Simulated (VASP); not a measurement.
Runs of VASP 6.6.1 on KBr. The structure is that of space group I4/mmm (No. 139), or close to it. The cells are those of the table. 

```csv
cell,gap on the mesh (eV),pressure (GPa)
"a = 4.450, b = 4.450, c = 4.631 Å, angles 58.6, 58.6, 62.7°, 2 atoms",4.45,2.2
"a = 4.635, b = 4.635, c = 4.446 Å, angles 61.3, 61.3, 57.3°, 2 atoms",(a),1.1
"a = 4.646, b = 4.646, c = 4.261 Å, angles 62.7, 62.7, 54.6°, 2 atoms",(b),3.4
"a = 4.354, b = 4.354, c = 4.446 Å, angles 59.3, 59.3, 61.4°, 2 atoms",4.74,4.1
"a = 4.547, b = 4.547, c = 4.261 Å, angles 62.1, 62.1, 55.9°, 2 atoms",4.55,3.8
```

Alike in all rows: task single point; level PBEsol; potentials or basis VASP PAW PBE potentials, release 64 (K_sv, Br); no spin polarisation; k mesh 6 × 6 × 6; cutoff (eV) 520; smearing gaussian 0.05 eV.

Q: Estimate the missing entries.

A: (a) 4.40; (b) 4.41.

Caveats: the PAW data sets were made with another functional, which shifts forces and pressure a little; the cell stands under pressure (at least some runs).

A k mesh can miss the band edges, and the runs leave out spin-orbit coupling on Br.
